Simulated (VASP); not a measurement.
Write the native input for VASP 6.6.1 that does the following.

| Property | Result |
| --- | --- |
| Task | single point |
| Functional | PBE |
| Potentials or basis | VASP PAW PBE potentials, release 64 (Hf_pv, B) |
| Cutoff | 520 eV |
| k mesh | 10 × 10 × 8 |
| Occupations | gaussian, width 0.014 eV |
| Spin | no spin polarisation |
| Dipole correction | no |
| Further INCAR settings | ALGO = Normal; EDIFF = 1e-06; NBANDS = 15 |

The structure of HfB2 lies in POSCAR:

```
HfB2
1.0
    3.1400000000      0.0000000000      0.0000000000
   -1.5700000000      2.7193197679      0.0000000000
    0.0000000000      0.0000000000      3.4800000000
Hf B
1 2
Direct
    0.0000000000      0.0000000000      0.0000000000
    0.6666666667      0.3333333333      0.5000000000
    0.3333333333      0.6666666667      0.5000000000
```

The input as run:

INCAR

```
SYSTEM = HfB2
PREC = Accurate
ENCUT = 520
EDIFF = 1E-6
ISMEAR = 0
SIGMA = 0.014
LREAL = .False.
LASPH = .True.
NELM = 80
ALGO = Normal
ISIF = 2
LWAVE = .False.
LCHARG = .False.
GGA = PE
NBANDS = 15
```

KPOINTS

```
Automatic mesh
0
Gamma
  10 10 8
  0 0 0
```

Potentials or basis: VASP PAW PBE potentials, release 64 (Hf_pv, B).

The run is started by

```bash
$ cat potpaw_PBE.64/Hf_pv/POTCAR potpaw_PBE.64/B/POTCAR > POTCAR
$ mpirun -np 1 vasp_std > vasp.out
```

It gave:

| Property | Result |
| --- | --- |
| Pressure | 1.0 GPa |
| Band gap on the k mesh | zero (band 8 reaches 8.26 eV, above the bottom of band 9 at 7.43 eV) |

Caveat: spin-orbit coupling is left out, which moves the levels of the heavy elements.

Wall time 16 s on 1 thread of AMD EPYC 9R45 96-Core Processor (Zen 5), on a shared host, peak memory 0.13 GiB.
